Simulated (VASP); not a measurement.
# TaF3 (Pm-3m) in VASP: notebook

The runs below take TaF3 through single point, with PBE.

Everything below comes from runs of VASP 6.6.1. Logs are shortened: lines on timing, memory, paths and dates and some standing lists are left out, and cuts for length are marked.

### 1 The cell of the first run

It takes space group Pm-3m (No. 221, cubic). Conventional cell: a = 3.767 Å, b = 3.767 Å, c = 3.767 Å, α = 90.00°, β = 90.00°, γ = 90.00°. Ta (site symmetry m-3m) has 6 F at 1.88 Å within 2.5 Å. F (site symmetry 4/mmm) has 2 Ta at 1.88 Å within 2.5 Å.

### 2 Single point, PBE

INCAR reads:

```
ALGO     = Normal         # electronic algorithm
EDIFF    = 1E-6           # SCF threshold, eV
ENCUT    = 520            # plane-wave cutoff, eV
GGA      = PE             # functional
ISIF     = 2              # what is computed and relaxed
ISMEAR   = -1             # smearing method
LASPH    = True           # aspherical terms in the spheres
LCHARG   = False          # write CHGCAR
LREAL    = False          # projectors in reciprocal space
LWAVE    = False          # write WAVECAR
NBANDS   = 24             # bands
NELM     = 60             # most SCF steps
PREC     = Accurate       # precision mode
SIGMA    = 0.15           # smearing width, eV
```

KPOINTS reads:

```
k-points
0
Gamma
  6 6 6
```

POSCAR reads:

```
TaF3
1.0
    3.7665671872      0.0000000000      0.0000000000
    0.0000000000      3.7665671872      0.0000000000
    0.0000000000      0.0000000000      3.7665671872
Ta F
1 3
Direct
    0.0000000000      0.0000000000      0.0000000000
    0.5000000000      0.0000000000      0.0000000000
    0.0000000000      0.5000000000      0.0000000000
    0.0000000000      0.0000000000      0.5000000000
```

Potentials or basis: VASP PAW PBE potentials, release 64 (Ta_pv, F).

The run is started by

```bash
$ cat potpaw_PBE.64/Ta_pv/POTCAR potpaw_PBE.64/F/POTCAR > POTCAR
$ mpirun -np 1 vasp_std > vasp.out
```

OUTCAR:

```text
EDIFF = 1E-6
   ENCUT = 520
   GGA = PE
   ISIF = 2
   ISMEAR = -1
   LASPH = True
   LREAL = False
   NELM = 60
   PREC = Accurate

 ion  position               nearest neighbor table
   1  0.000  0.000  0.000-   2 1.88   3 1.88   4 1.88   4 1.88   3 1.88   2 1.88
   2  0.500  0.000  0.000-   1 1.88   1 1.88
   3  0.000  0.500  0.000-   1 1.88   1 1.88
   4  0.000  0.000  0.500-   1 1.88   1 1.88

  LATTYP: Found a simple cubic cell.
 ALAT       =     3.7665671872

  Lattice vectors:

 A1 = (   3.7665671872,   0.0000000000,   0.0000000000)
 A2 = (   0.0000000000,   3.7665671872,   0.0000000000)
 A3 = (   0.0000000000,   0.0000000000,   3.7665671872)

Analysis of symmetry for initial positions (statically):
=====================================================================
 Subroutine PRICEL returns:
 Original cell was already a primitive cell.

 Routine SETGRP: Setting up the symmetry group for a
 simple cubic supercell.

 Subroutine GETGRP returns: Found 48 space group operations
 (whereof 48 operations were pure point group operations)
 out of a pool of 48 trial point group operations.

The static configuration has the point symmetry O_h .

Analysis of symmetry for dynamics (positions and initial velocities):
=====================================================================
 Subroutine PRICEL returns:
 Original cell was already a primitive cell.

 Routine SETGRP: Setting up the symmetry group for a
 simple cubic supercell.

 Subroutine GETGRP returns: Found 48 space group operations
 (whereof 48 operations were pure point group operations)
 out of a pool of 48 trial point group operations.

The dynamic configuration has the point symmetry O_h .

 Subroutine INISYM returns: Found 48 space group operations
 (whereof 48 operations are pure point group operations),
 and found     1 'primitive' translations

----------------------------------------------------------------------------------------

                                     Primitive cell

  volume of cell :      53.4364

[... 77 lines left out ...]
 SYSTEM =  unknown system
   PREC   = accura    normal or accurate (medium, high low for compatibility)
   ISTART =      0    job   : 0-new  1-cont  2-samecut
   ICHARG =      2    charge: 1-file 2-atom 10-const
   ISPIN  =      1    spin polarized calculation?
   LNONCOLLINEAR =      F non collinear calculations
   LSORBIT =      F    spin-orbit coupling
   LASPH  =      T    aspherical Exc in radial PAW
   ENCUT  =  520.0 eV  38.22 Ry    6.18 a.u.   7.00  7.00  7.00*2*pi/ulx,y,z
   NELM   =     60;   NELMIN=  2; NELMDL= -5     # of ELM steps
   EDIFF  = 0.1E-05   stopping-criterion for ELM
   LREAL  =      F    real-space projection
   EDIFFG = 0.1E-04   stopping-criterion for IOM
   NSW    =      0    number of steps for IOM
   IBRION =     -1    ionic relax: 0-MD 1-quasi-New 2-CG
   NFREE  =      0    steps in history (QN), initial steepest desc. (CG)
   ISIF   =      2    stress and relaxation
   ISYM   =      2    0-nonsym 1-usesym 2-fastsym
   POTIM  = 0.5000    time-step for ionic-motion
   TEBEG  =    0.0;   TEEND  =   0.0 temperature during run
   PSTRESS=    0.0 pullay stress
   NELECT =      32.0000    total number of electrons
   NUPDOWN=      -1.0000    fix difference up-down
   EMIN   =  10.00;   EMAX   =-10.00  energy-range for DOS
   EFERMI =   0.00;   METHOD = LEGACY
   ISMEAR =    -1;   SIGMA  =   0.15  broadening in eV -4-tet -1-fermi 0-gaus
   EFERMI_NEDOS =   21; number of points for ismear=-14 and -15
   IALGO  =     38    algorithm
   IMIX   =      4    mixing-type and parameters
     AMIX     =   0.40;   BMIX     =  1.00
     AMIX_MAG =   1.60;   BMIX_MAG =  1.00
  volume/ion in A,a.u.               =      13.36        90.15
  Fermi-wavevector in a.u.,A,eV,Ry     =   1.379894  2.607622 25.906960  1.904108
  Thomas-Fermi vector in A             =   2.504821
   LORBIT       =      0    0 simple, 1 ext, 2 COOP (PROOUT), +10 PAW based schemes
   GGA     = PE    functional components
   LHFCALC =     F    Hartree Fock is set to
   AEXX    =    0.0000 exact exchange contribution
   IVDW    =     0    specifies the selected vdW correction
   LEPSILON=     F    determine dielectric tensor
   LRPA    =     F    only Hartree local field effects (RPA)
 non-spin polarized calculation
  energy-cutoff  :      520.00
  volume of cell :       53.44
 maximum number of plane-waves:      1472
   NGX = 15   NGY = 15   NGZ = 15

 number of electron      31.9999954 magnetization

 Free energy of the ion-electron system (eV)
  ---------------------------------------------------
  ext. energy  EPLUGINS =         0.00000000
  ---------------------------------------------------
  free energy    TOTEN  =       -24.65535228 eV

  energy without entropy =      -24.49736955  energy(sigma->0) =      -24.57636092

 E-fermi :   6.0847     XC(G=0):  -9.5944

 val. band max:        6.0792178307   @ k =   0.3333   0.1667   0.0000
 cond. band min:       6.1152427136   @ k =   0.3333   0.3333   0.0000
 fundamental gap:      0.0360248828
 Fermi energy:         6.0846838984

 k-point     1 :       0.0000    0.0000    0.0000
  band No.  band energies     occupation
      1     -31.1787      2.00000
      2     -31.1787      2.00000
      3     -31.1787      2.00000
      4     -23.9410      2.00000
      5     -23.6083      2.00000
      6     -23.6083      2.00000
[... 529 lines left out ...]
     23      14.5097      0.00000
     24      14.5097      0.00000

------------------------ aborting loop because EDIFF is reached ----------------------------------------

  FORCE on cell =-STRESS in cart. coord.  units (eV):
  Direction    XX          YY          ZZ          XY          YZ          ZX
  --------------------------------------------------------------------------------------
  -------------------------------------------------------------------------------------
  Total       18.0060010     18.0060010     18.0060010      0.0000000     -0.0000000      0.0000000
  in kB      539.8718651    539.8718651    539.8718651      0.0000000     -0.0000000      0.0000000
  external PRESSURE =     539.8718651 kB  Pullay stress =       0.0000000 kB

 VOLUME and BASIS-vectors are now :
 -----------------------------------------------------------------------------
  energy-cutoff  :      520.00
  volume of cell :       53.44
      direct lattice vectors                 reciprocal lattice vectors
     3.766567187  0.000000000  0.000000000     0.265493737  0.000000000  0.000000000
     0.000000000  3.766567187  0.000000000     0.000000000  0.265493737  0.000000000
     0.000000000  0.000000000  3.766567187     0.000000000  0.000000000  0.265493737

 POSITION                                       TOTAL-FORCE (eV/Angst)
 -----------------------------------------------------------------------------------
      0.00000      0.00000      0.00000         0.000000      0.000000      0.000000
      1.88328      0.00000      0.00000         0.000000      0.000000      0.000000
      0.00000      1.88328      0.00000         0.000000      0.000000      0.000000
      0.00000      0.00000      1.88328         0.000000      0.000000      0.000000
 -----------------------------------------------------------------------------------
    total drift:                                0.000000      0.000000     -0.000000

  FREE ENERGIE OF THE ION-ELECTRON SYSTEM (eV)
  ---------------------------------------------------
  free  energy   TOTEN  =       -24.6553522760 eV

  energy  without entropy=      -24.4973695544  energy(sigma->0) =      -24.57636092
```

stdout:

```text
POSCAR found type information on POSCAR TaF
 POSCAR found :  2 types and       4 ions
 scaLAPACK will be used
 LDA part: xc-table for (Slater+PW92), standard interpolation
 POSCAR, INCAR and KPOINTS ok, starting setup
 FFT: planning ... GRIDC
 FFT: planning ... GRID_SOFT
 FFT: planning ... GRID
 WAVECAR not read
 entering main loop
```

It took 10 s on 1 thread of AMD EPYC 9R45 (Zen 5), shared host; peak memory 0.14 GiB.

What came out:

```yaml
Free_energy: -24.6554 eV
Pressure: 54.0 GPa
Band_gap_on_the_k_mesh: zero (band 16 reaches 8.25 eV, above the bottom of band 17 at 4.59 eV)
```

Levels at points of the mesh, in eV from the Fermi level:
```tsv
k point	band 13	band 14	band 15	band 16	band 17	band 18
(0.00, 0.00, 0.00)	-9.78	-9.78	-9.78	-1.49	-1.49	-1.49
(0.50, 0.00, 0.00)	-10.17	-9.82	-9.82	-1.39	0.46	0.46
(0.50, 0.50, 0.00)	-10.43	-10.07	-9.22	0.60	0.60	1.72
(0.50, 0.50, 0.50)	-9.21	-9.21	-9.21	2.17	2.17	2.17
```

Caveat: spin-orbit coupling is left out, which moves the levels of the heavy elements.

### 3 Single point, PBE

This run uses another cell than the first one, of 13.73 Å³/atom, 1.028 times its volume.

INCAR reads:

```
PREC = Accurate
ENCUT = 520
EDIFF = 1E-6
ISMEAR = -1
SIGMA = 0.15
LREAL = False
LASPH = True
NELM = 60
ALGO = Normal
ISIF = 2
LWAVE = False
LCHARG = True
GGA = PE
LELF = True
LVHAR = True
NBANDS = 24
```

KPOINTS reads:

```
Automatic mesh
0
Gamma
  6 6 6
```

POSCAR reads:

```
TaF3
1.0
    3.8011247798      0.0000000000      0.0000000000
    0.0000000000      3.8011247798      0.0000000000
    0.0000000000      0.0000000000      3.8011247798
Ta F
1 3
Direct
    0.0000000000      0.0000000000      0.0000000000
    0.5000000000      0.0000000000      0.0000000000
    0.0000000000      0.5000000000      0.0000000000
    0.0000000000      0.0000000000      0.5000000000
```

Potentials or basis: VASP PAW PBE potentials, release 64 (Ta_pv, F).

The run is started by

```bash
$ cat potpaw_PBE.64/Ta_pv/POTCAR potpaw_PBE.64/F/POTCAR > POTCAR
$ mpirun -np 1 vasp_std > vasp.out
```

Wall time 11 s (1 thread of AMD EPYC 9R45 (Zen 5), shared host); peak memory 0.14 GiB.

Results (log left out):

* Free energy: -25.1205 eV
* Pressure: 45.7 GPa
* Band gap on the k mesh: zero (band 16 reaches 7.85 eV, above the bottom of band 17 at 4.37 eV)

Levels at points of the mesh, in eV from the Fermi level:
| k point | band 13 | band 14 | band 15 | band 16 | band 17 | band 18 |
| --- | --- | --- | --- | --- | --- | --- |
| (0.00, 0.00, 0.00) | -9.64 | -9.64 | -9.64 | -1.43 | -1.43 | -1.43 |
| (0.50, 0.00, 0.00) | -9.97 | -9.68 | -9.68 | -1.32 | 0.44 | 0.44 |
| (0.50, 0.50, 0.00) | -10.22 | -9.99 | -9.05 | 0.56 | 0.56 | 1.66 |
| (0.50, 0.50, 0.50) | -9.05 | -9.05 | -9.05 | 2.06 | 2.06 | 2.06 |

Caveat: spin-orbit coupling is left out, which moves the levels of the heavy elements.

### 4 Single point, PBE

This run uses another cell than the first one, of 14.10 Å³/atom, 1.056 times its volume.

INCAR reads:

```
SYSTEM = TaF3
PREC = Accurate
ENCUT = 520
EDIFF = 1E-7
ISMEAR = -1
SIGMA = 0.15
LREAL = .FALSE.
LASPH = .TRUE.
NELM = 80
ALGO = Normal
ISIF = 2
LWAVE = .FALSE.
LCHARG = .FALSE.
GGA = PE
NBANDS = 24
```

KPOINTS reads:

```
regular mesh
0
G
  6 6 6
  0 0 0
```

POSCAR reads:

```
TaF3
1.0
    3.8350651898      0.0000000000      0.0000000000
    0.0000000000      3.8350651898      0.0000000000
    0.0000000000      0.0000000000      3.8350651898
Ta F
1 3
Direct
    0.0000000000      0.0000000000      0.0000000000
    0.5000000000      0.0000000000      0.0000000000
    0.0000000000      0.5000000000      0.0000000000
    0.0000000000      0.0000000000      0.5000000000
```

Potentials or basis: VASP PAW PBE potentials, release 64 (Ta_pv, F).

The run is started by

```bash
$ cat potpaw_PBE.64/Ta_pv/POTCAR potpaw_PBE.64/F/POTCAR > POTCAR
$ mpirun -np 1 vasp_std > vasp.out
```

OUTCAR:

```text
SYSTEM = TaF3
   PREC = Accurate
   ENCUT = 520
   EDIFF = 1E-7
   ISMEAR = -1
   LREAL = .FALSE.
   LASPH = .TRUE.
   NELM = 80
   ISIF = 2
   GGA = PE

 ion  position               nearest neighbor table
   1  0.000  0.000  0.000-   2 1.92   3 1.92   4 1.92   4 1.92   3 1.92   2 1.92
   2  0.500  0.000  0.000-   1 1.92   1 1.92
   3  0.000  0.500  0.000-   1 1.92   1 1.92
   4  0.000  0.000  0.500-   1 1.92   1 1.92

  LATTYP: Found a simple cubic cell.
 ALAT       =     3.8350651898

  Lattice vectors:

 A1 = (   3.8350651898,   0.0000000000,   0.0000000000)
 A2 = (   0.0000000000,   3.8350651898,   0.0000000000)
 A3 = (   0.0000000000,   0.0000000000,   3.8350651898)

Analysis of symmetry for initial positions (statically):
=====================================================================
 Subroutine PRICEL returns:
 Original cell was already a primitive cell.

 Routine SETGRP: Setting up the symmetry group for a
 simple cubic supercell.

 Subroutine GETGRP returns: Found 48 space group operations
 (whereof 48 operations were pure point group operations)
[... 162 lines left out ...]

 E-fermi :   5.5093     XC(G=0):  -9.3029

 val. band max:        5.4980837168   @ k =   0.3333   0.1667   0.0000
 cond. band min:       5.5304442791   @ k =   0.3333   0.3333   0.0000
 fundamental gap:      0.0323605623
 Fermi energy:         5.5093159704

 k-point     1 :       0.0000    0.0000    0.0000
  band No.  band energies     occupation
      1     -31.6386      2.00000
      2     -31.6386      2.00000
      3     -31.6386      2.00000
      4     -24.0376      2.00000
      5     -23.7055      2.00000
      6     -23.7055      2.00000
[... 529 lines left out ...]
     23      13.6229      0.00000
     24      13.6229      0.00000

------------------------ aborting loop because EDIFF is reached ----------------------------------------

  FORCE on cell =-STRESS in cart. coord.  units (eV):
  Direction    XX          YY          ZZ          XY          YZ          ZX
  --------------------------------------------------------------------------------------
  -------------------------------------------------------------------------------------
  Total       13.5360640     13.5360640     13.5360640     -0.0000000      0.0000000      0.0000000
  in kB      384.4897167    384.4897167    384.4897167     -0.0000000      0.0000000      0.0000000
  external PRESSURE =     384.4897167 kB  Pullay stress =       0.0000000 kB

 VOLUME and BASIS-vectors are now :
 -----------------------------------------------------------------------------
  energy-cutoff  :      520.00
  volume of cell :       56.41
      direct lattice vectors                 reciprocal lattice vectors
     3.835065190  0.000000000  0.000000000     0.260751761  0.000000000  0.000000000
     0.000000000  3.835065190  0.000000000     0.000000000  0.260751761  0.000000000
     0.000000000  0.000000000  3.835065190     0.000000000  0.000000000  0.260751761

 POSITION                                       TOTAL-FORCE (eV/Angst)
 -----------------------------------------------------------------------------------
      0.00000      0.00000      0.00000         0.000000      0.000000      0.000000
      1.91753      0.00000      0.00000         0.000000      0.000000      0.000000
      0.00000      1.91753      0.00000         0.000000      0.000000      0.000000
      0.00000      0.00000      1.91753         0.000000      0.000000      0.000000
 -----------------------------------------------------------------------------------
    total drift:                                0.000000      0.000000      0.000000

  FREE ENERGIE OF THE ION-ELECTRON SYSTEM (eV)
  ---------------------------------------------------
  free  energy   TOTEN  =       -25.5136490802 eV

  energy  without entropy=      -25.3406558587  energy(sigma->0) =      -25.42715247
```

OSZICAR:

```text
N       E                     dE             d eps       ncg     rms          rms(c)
DAV:   1     0.276230774531E+03    0.27623E+03   -0.18299E+04   960   0.132E+03
DAV:   2    -0.137066190610E+02   -0.28994E+03   -0.27880E+03  1200   0.380E+02
DAV:   3    -0.275126293073E+02   -0.13806E+02   -0.13657E+02  1192   0.827E+01
DAV:   4    -0.276267798039E+02   -0.11415E+00   -0.11412E+00  1064   0.839E+00
DAV:   5    -0.276279104956E+02   -0.11307E-02   -0.11306E-02  1184   0.805E-01    0.347E+01
DAV:   6    -0.255209114282E+02    0.21070E+01   -0.70874E+00  1032   0.251E+01    0.178E+01
DAV:   7    -0.255126748183E+02    0.82366E-02   -0.19143E-01  1016   0.395E+00    0.960E+00
DAV:   8    -0.255124669493E+02    0.20787E-03   -0.17258E-02  1104   0.130E+00    0.136E+00
DAV:   9    -0.255123951000E+02    0.71849E-04   -0.10169E-03  1112   0.290E-01    0.108E-01
DAV:  10    -0.255136032116E+02   -0.12081E-02   -0.13515E-03   976   0.212E-01    0.109E-01
DAV:  11    -0.255136291098E+02   -0.25898E-04   -0.62269E-05  1072   0.501E-02    0.539E-02
DAV:  12    -0.255136470293E+02   -0.17920E-04   -0.27575E-05  1000   0.314E-02    0.185E-02
DAV:  13    -0.255136490806E+02   -0.20513E-05   -0.26062E-06  1080   0.744E-03    0.147E-03
DAV:  14    -0.255136490802E+02    0.35516E-09   -0.77563E-08   792   0.125E-03
   1 F= -.25513649E+02 E0= -.25427152E+02  d E =-.172993E+00
```

Run time: 12 s. Hardware: 1 thread of AMD EPYC 9R45 (Zen 5), shared host; peak memory 0.15 GiB.

Results:

| Item | Value |
| --- | --- |
| Free energy | -25.5136 eV |
| Pressure | 38.4 GPa |
| Band gap on the k mesh | zero (band 16 reaches 7.47 eV, above the bottom of band 17 at 4.15 eV) |

Caveat: spin-orbit coupling is left out, which moves the levels of the heavy elements.

### 5 Summary

| cell | gap on the mesh (eV) | pressure (GPa) |
| --- | --- | --- |
| a = 3.767 Å, 4 atoms | none | 54.0 |
| a = 3.801 Å, 4 atoms | none | 45.7 |
| a = 3.835 Å, 4 atoms | none | 38.4 |

Alike in all rows: task single point; level PBE; potentials or basis VASP PAW PBE potentials, release 64 (Ta_pv, F); no spin polarisation; k mesh 6 × 6 × 6; cutoff (eV) 520; smearing fermi-dirac 0.15 eV.

Caveats: spin-orbit coupling is left out, which moves the levels of the heavy elements.

Absolute energies hang on the potentials; compare differences alone.
